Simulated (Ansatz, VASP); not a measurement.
## Two plane-wave programs on NaSrBr3

```
Na Sr Br
1.0
     5.92768    0.11855    0.00000
     0.11855    5.92768    0.00000
     0.00000    0.00000    5.92768
Na Sr Br
1 1 3
Direct
  0.00000 0.00000 0.00000
  0.50000 0.50000 0.50000
  0.50000 0.50000 0.00000
  0.50000 0.00000 0.50000
  0.00000 0.50000 0.50000
```

Change from the starting cell: shear_xy strain +4.0%.

Alike in both runs: task single point; functional PBE; k mesh 4 × 4 × 4; occupations fermi-dirac, width 0.02 eV; no spin polarisation.

|  | VASP | Ansatz |
| --- | --- | --- |
| version | VASP 6.6.1 | Ansatz 0.2.0 |
| potentials or method | VASP PAW PBE potentials, release 64 (Na_pv, Sr_sv, Br) | plane waves, PAW |
| plane-wave cutoff (eV) | 520 | 420 |
| valence electrons in the cell | 38 | 40 |

VASP gave:

```
gap on the k mesh at the Fermi level (eV)                     : 2.96
pressure (GPa)                                                : 0.4
traceless stress, the component that is largest in VASP (GPa) : -0.11
```

Task: Which values does Ansatz return?

Result: gap on the k mesh at the Fermi level (eV): 2.96; pressure (GPa): 0.3; traceless stress, the component that is largest in VASP (GPa): -0.11.

VASP's potentials hold 38 valence electrons a cell and Ansatz's 40, so a difference there can come from the potentials and not from the codes.
